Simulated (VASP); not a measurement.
# Cu (P6/mmm) in VASP: notebook, part 2 of 2

VASP 6.6.1.

**3. Single point, PBE**

This run uses another cell than the first one, of 12.17 Å³/atom, 1.136 times its volume.

INCAR

```
SYSTEM = Cu
ALGO = Normal
EDIFF = 1E-6
ENCUT = 520
GGA = PE
ISIF = 2
ISMEAR = -1
LASPH = .True.
LCHARG = .False.
LREAL = .False.
LWAVE = .False.
NBANDS = 24
NELM = 60
PREC = Accurate
SIGMA = 0.08
```

KPOINTS

```
k-points
0
Gamma
  9 9 12
  0 0 0
```

POSCAR

```
Cu
1.0
    4.1299563434      0.0000000000      0.0000000000
   -2.0649781717      3.5766471099      0.0000000000
    0.0000000000      0.0000000000      2.4725273540
Cu
3
Direct
    0.0000000000      0.0000000000      0.0000000000
    0.3333333333      0.6666666667      0.5000000000
    0.6666666667      0.3333333333      0.5000000000
```

Potentials or basis: VASP PAW PBE potentials, release 64 (Cu).

Run with:

```console
$ cat potpaw_PBE.64/Cu/POTCAR > POTCAR
$ mpirun -np 1 vasp_std > vasp.out
```

OUTCAR:

```text
SYSTEM = Cu
   EDIFF = 1E-6
   ENCUT = 520
   GGA = PE
   ISIF = 2
   ISMEAR = -1
   LASPH = .True.
   LREAL = .False.
   NELM = 60
   PREC = Accurate

 ion  position               nearest neighbor table
   1  0.000  0.000  0.000-   2 2.69   3 2.69   2 2.69   3 2.69   2 2.69   2 2.69   3 2.69   3 2.69
                             3 2.69   3 2.69   2 2.69   2 2.69
   2  0.333  0.667  0.500-   3 2.38   3 2.38   3 2.38   1 2.69   1 2.69   1 2.69   1 2.69   1 2.69
                             1 2.69
   3  0.667  0.333  0.500-   2 2.38   2 2.38   2 2.38   1 2.69   1 2.69   1 2.69   1 2.69   1 2.69
                             1 2.69

  LATTYP: Found a hexagonal cell.
 ALAT       =     4.1299563434
 C/A-ratio  =     0.5986812325

  Lattice vectors:

 A1 = (   4.1299563434,   0.0000000000,   0.0000000000)
 A2 = (  -2.0649781717,   3.5766471099,   0.0000000000)
 A3 = (   0.0000000000,   0.0000000000,   2.4725273540)

Analysis of symmetry for initial positions (statically):
=====================================================================
 Subroutine PRICEL returns:
 Original cell was already a primitive cell.

 Routine SETGRP: Setting up the symmetry group for a
 hexagonal supercell.

 Subroutine GETGRP returns: Found 24 space group operations
 (whereof 24 operations were pure point group operations)
 out of a pool of 24 trial point group operations.

The static configuration has the point symmetry D_6h.

Analysis of symmetry for dynamics (positions and initial velocities):
=====================================================================
 Subroutine PRICEL returns:
 Original cell was already a primitive cell.

 Routine SETGRP: Setting up the symmetry group for a
 hexagonal supercell.

 Subroutine GETGRP returns: Found 24 space group operations
 (whereof 24 operations were pure point group operations)
 out of a pool of 24 trial point group operations.

The dynamic configuration has the point symmetry D_6h.

 Subroutine INISYM returns: Found 24 space group operations
 (whereof 24 operations are pure point group operations),
 and found     1 'primitive' translations

----------------------------------------------------------------------------------------

                                     Primitive cell

  volume of cell :      36.5227

  direct lattice vectors                    reciprocal lattice vectors
     4.129956343  0.000000000  0.000000000     0.242133310  0.139795732  0.000000000
    -2.064978172  3.576647110  0.000000000     0.000000000  0.279591464  0.000000000
     0.000000000  0.000000000  2.472527354     0.000000000  0.000000000  0.404444464

  length of vectors
     4.129956343  4.129956343  2.472527354     0.279591464  0.279591464  0.404444464

  position of ions in fractional coordinates (direct lattice)
     0.000000000  0.000000000  0.000000000
     0.333333333  0.666666667  0.500000000
     0.666666667  0.333333333  0.500000000

  ion indices of the primitive-cell ions
   primitive index   ion index
                 1           1
                 2           2
                 3           3

----------------------------------------------------------------------------------------

 KPOINTS: k-points

Automatic generation of k-mesh.
 Grid dimensions read from file:
 generate k-points for:    9    9   12

 Generating k-lattice:

  Cartesian coordinates                     Fractional coordinates (reciprocal lattice)
     0.026903701  0.015532859  0.000000000     0.111111111  0.000000000  0.000000000
     0.000000000  0.031065718  0.000000000     0.000000000  0.111111111  0.000000000
     0.000000000  0.000000000  0.033703705     0.000000000  0.000000000  0.083333333

  Length of vectors
     0.031065718  0.031065718  0.033703705

  Shift w.r.t. Gamma in fractional coordinates (k-lattice)
     0.000000000  0.000000000  0.000000000

 Subroutine IBZKPT returns following result:
 ===========================================

 Found     84 irreducible k-points:

 Following reciprocal coordinates:
            Coordinates               Weight
  0.000000  0.000000  0.000000      1.000000
  0.111111  0.000000  0.000000      6.000000
  0.222222  0.000000  0.000000      6.000000
  0.333333  0.000000  0.000000      6.000000
  0.444444  0.000000  0.000000      6.000000
  0.111111  0.111111  0.000000      6.000000
[... 16 lines left out ...]
  0.333333  0.222222  0.083333     24.000000
  0.333333  0.333333  0.083333      4.000000
 [... further k-points ...]
   k-points           NKPTS =     84   k-points in BZ     NKDIM =     84   number of bands    NBANDS=     24
   number of dos      NEDOS =    301   number of ions     NIONS =      3
   total plane-waves  NPLWV =  18432
   dimension x,y,z NGX =    32 NGY =   32 NGZ =   18
   dimension x,y,z NGXF=    64 NGYF=   64 NGZF=   36
   ions per type =               3
   NGX,Y,Z   is equivalent  to a cutoff of  12.88, 12.88, 12.10 a.u.
   NGXF,Y,Z  is equivalent  to a cutoff of  25.76, 25.76, 24.21 a.u.
 SYSTEM =  Cu
   PREC   = accura    normal or accurate (medium, high low for compatibility)
   ISTART =      0    job   : 0-new  1-cont  2-samecut
   ICHARG =      2    charge: 1-file 2-atom 10-const
   ISPIN  =      1    spin polarized calculation?
   LNONCOLLINEAR =      F non collinear calculations
   LSORBIT =      F    spin-orbit coupling
   LASPH  =      T    aspherical Exc in radial PAW
   ENCUT  =  520.0 eV  38.22 Ry    6.18 a.u.   7.68  7.68  4.60*2*pi/ulx,y,z
   NELM   =     60;   NELMIN=  2; NELMDL= -5     # of ELM steps
   EDIFF  = 0.1E-05   stopping-criterion for ELM
   LREAL  =      F    real-space projection
   EDIFFG = 0.1E-04   stopping-criterion for IOM
   NSW    =      0    number of steps for IOM
   IBRION =     -1    ionic relax: 0-MD 1-quasi-New 2-CG
   NFREE  =      0    steps in history (QN), initial steepest desc. (CG)
   ISIF   =      2    stress and relaxation
   ISYM   =      2    0-nonsym 1-usesym 2-fastsym
   POTIM  = 0.5000    time-step for ionic-motion
   TEBEG  =    0.0;   TEEND  =   0.0 temperature during run
   PSTRESS=    0.0 pullay stress
   NELECT =      33.0000    total number of electrons
   NUPDOWN=      -1.0000    fix difference up-down
   EMIN   =  10.00;   EMAX   =-10.00  energy-range for DOS
   EFERMI =   0.00;   METHOD = LEGACY
   ISMEAR =    -1;   SIGMA  =   0.08  broadening in eV -4-tet -1-fermi 0-gaus
   EFERMI_NEDOS =   21; number of points for ismear=-14 and -15
   IALGO  =     38    algorithm
   IMIX   =      4    mixing-type and parameters
     AMIX     =   0.40;   BMIX     =  1.00
     AMIX_MAG =   1.60;   BMIX_MAG =  1.00
  volume/ion in A,a.u.               =      12.17        82.16
  Fermi-wavevector in a.u.,A,eV,Ry     =   1.582676  2.990823 34.080720  2.504862
  Thomas-Fermi vector in A             =   2.682563
   LORBIT       =      0    0 simple, 1 ext, 2 COOP (PROOUT), +10 PAW based schemes
   GGA     = PE    functional components
   LHFCALC =     F    Hartree Fock is set to
   AEXX    =    0.0000 exact exchange contribution
   IVDW    =     0    specifies the selected vdW correction
   LEPSILON=     F    determine dielectric tensor
   LRPA    =     F    only Hartree local field effects (RPA)
 non-spin polarized calculation
  energy-cutoff  :      520.00
  volume of cell :       36.52
 maximum number of plane-waves:      1006
 NGX is ok and might be reduce to    32
   NGX = 15   NGY = 15   NGZ =  9

 number of electron      32.9999974 magnetization

 Free energy of the ion-electron system (eV)
  ---------------------------------------------------
  ext. energy  EPLUGINS =         0.00000000
  ---------------------------------------------------
  free energy    TOTEN  =       -10.96419411 eV

  energy without entropy =      -10.94600388  energy(sigma->0) =      -10.95509900

 E-fermi :   7.2356     XC(G=0): -12.5434

 val. band max:        7.2041275607   @ k =   0.2222   0.1111   0.0833
 cond. band min:       7.2494480836   @ k =   0.3333   0.2222   0.3333
 fundamental gap:      0.0453205229
 Fermi energy:         7.2355958174

 k-point     1 :       0.0000    0.0000    0.0000
  band No.  band energies     occupation
      1      -1.8991      2.00000
      2       2.8051      2.00000
      3       3.6864      2.00000
      4       3.6864      2.00000
      5       3.7106      2.00000
      6       3.7434      2.00000
[... 637 lines left out ...]
     23      24.4679      0.00000
     24      24.4679      0.00000

 [... further k-points ...]

------------------------ aborting loop because EDIFF is reached ----------------------------------------

  FORCE on cell =-STRESS in cart. coord.  units (eV):
  Direction    XX          YY          ZZ          XY          YZ          ZX
  --------------------------------------------------------------------------------------
  -------------------------------------------------------------------------------------
  Total        0.1776686      0.1776686      0.1599336      0.0000000      0.0000000      0.0000000
  in kB        7.7939686      7.7939686      7.0159680      0.0000000      0.0000000      0.0000000
  external PRESSURE =       7.5346350 kB  Pullay stress =       0.0000000 kB

 VOLUME and BASIS-vectors are now :
 -----------------------------------------------------------------------------
  energy-cutoff  :      520.00
  volume of cell :       36.52
      direct lattice vectors                 reciprocal lattice vectors
     4.129956343  0.000000000  0.000000000     0.242133310  0.139795732  0.000000000
    -2.064978172  3.576647110  0.000000000     0.000000000  0.279591464  0.000000000
     0.000000000  0.000000000  2.472527354     0.000000000  0.000000000  0.404444464

 POSITION                                       TOTAL-FORCE (eV/Angst)
 -----------------------------------------------------------------------------------
      0.00000      0.00000      0.00000         0.000000      0.000000      0.000000
     -0.00000      2.38443      1.23626         0.000000     -0.000000      0.000000
      2.06498      1.19222      1.23626        -0.000000      0.000000     -0.000000
 -----------------------------------------------------------------------------------
    total drift:                               -0.000000      0.000000      0.000000

  FREE ENERGIE OF THE ION-ELECTRON SYSTEM (eV)
  ---------------------------------------------------
  free  energy   TOTEN  =       -10.9641941117 eV

  energy  without entropy=      -10.9460038790  energy(sigma->0) =      -10.95509900
```

stdout:

```text
POSCAR found type information on POSCAR Cu
 POSCAR found :  1 types and       3 ions
 scaLAPACK will be used
 LDA part: xc-table for (Slater+PW92), standard interpolation
 POSCAR, INCAR and KPOINTS ok, starting setup
 FFT: planning ... GRIDC
 FFT: planning ... GRID_SOFT
 FFT: planning ... GRID
 WAVECAR not read
 entering main loop
```

Wall time 42 s (1 thread of Intel Xeon 6975P-C, shared host); peak memory 0.19 GiB.

What came out:

```yaml
Free_energy: -10.9642 eV
Pressure: 0.8 GPa
```

Levels at points of the mesh, in eV from the Fermi level:
| k point | band 13 | band 14 | band 15 | band 16 | band 17 | band 18 | band 19 | band 20 |
| --- | --- | --- | --- | --- | --- | --- | --- | --- |
| (0.00, 0.00, 0.00) | -2.31 | -2.31 | -1.57 | -1.57 | 4.45 | 4.45 | 4.47 | 4.47 |
| (0.00, 0.00, 0.50) | -1.70 | -1.70 | -1.28 | -0.30 | 0.32 | 8.12 | 8.48 | 8.48 |

**4. Single point, PBE**

This run uses another cell than the first one, of 12.17 Å³/atom, 1.136 times its volume.

INCAR

```
ALGO = Normal
EDIFF = 1E-6
ENCUT = 520
GGA = PE
ISIF = 2
ISMEAR = -1
LASPH = True
LCHARG = True
LELF = True
LREAL = False
LVHAR = True
LWAVE = False
NBANDS = 24
NELM = 80
PREC = Accurate
SIGMA = 0.08
```

KPOINTS

```
k-points
0
Gamma
  9 9 12
```

POSCAR: that of step 3 with these lines changed.

```diff
@@ -3,3 +3,3 @@
     4.1299563434      0.0000000000      0.0000000000
-   -2.0649781717      3.5766471099      0.0000000000
+   -2.0649781717      3.5766471100      0.0000000000
     0.0000000000      0.0000000000      2.4725273540
```

Run with:

```console
$ cat potpaw_PBE.64/Cu/POTCAR > POTCAR
$ mpirun -np 1 vasp_std > vasp.out
```

It took 42 s on 1 thread of Intel Xeon 6975P-C, shared host; peak memory 0.18 GiB.

The run converged. Its results:

| Property | Result |
| --- | --- |
| Free energy | -10.9642 eV |
| Pressure | 0.8 GPa |

Stress tensor (GPa, compression positive):
```
0.78 0.00 0.00
0.00 0.78 0.00
0.00 0.00 0.70
```

Levels at points of the mesh, in eV from the Fermi level:
| k point | band 13 | band 14 | band 15 | band 16 | band 17 | band 18 | band 19 | band 20 |
| --- | --- | --- | --- | --- | --- | --- | --- | --- |
| (0.00, 0.00, 0.00) | -2.31 | -2.31 | -1.57 | -1.57 | 4.45 | 4.45 | 4.47 | 4.47 |
| (0.00, 0.00, 0.50) | -1.70 | -1.70 | -1.28 | -0.30 | 0.32 | 8.12 | 8.48 | 8.48 |
